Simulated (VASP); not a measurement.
Here is a VASP 6.6.1 calculation.

The input INCAR:

```
SYSTEM = Cd
PREC = Accurate
ENCUT = 520
EDIFF = 1E-8
ISMEAR = -1
SIGMA = 0.05
LREAL = .False.
LASPH = .True.
NELM = 80
ALGO = Normal
ISIF = 2
LWAVE = .False.
LCHARG = .False.
GGA = PE
LEFG = .True.
NBANDS = 19
```

File KPOINTS:

```
regular mesh
0
Gamma
  14 14 7
  0 0 0
```

Contents of POSCAR:

```
Cd
1.0
    3.0384499583      0.0000000000      0.0000000000
   -1.5192249791      2.6313748519      0.0000000000
    0.0000000000      0.0000000000      5.6176500000
Cd
2
Direct
    0.3333333333      0.6666666667      0.2500000000
    0.6666666667      0.3333333333      0.7500000000
```

Potentials or basis: VASP PAW PBE potentials, release 64 (Cd).

The run is started by

```sh
$ cat potpaw_PBE.64/Cd/POTCAR > POTCAR
$ mpirun -np 1 vasp_std > vasp.out
```

Task: Estimate the band gap on the k mesh.

Result: Zero (band 12 reaches 3.87 eV, above the bottom of band 13 at -0.10 eV).

Task: What does it give for the pressure?

Result: 0.9 GPa.

Electric field gradients, principal values (V/Å²):
```csv
atom,least,middle,greatest (by size)
1 Cd,-32.087,-32.088,64.175
2 Cd,-32.087,-32.088,64.175
```

Caveat: the cell differs from its parent crystal (equal xx and yy strain of +2 %); without QUAD_EFG the Cq values of the log hold for a quadrupole moment of 1 mb, not for the nuclei.
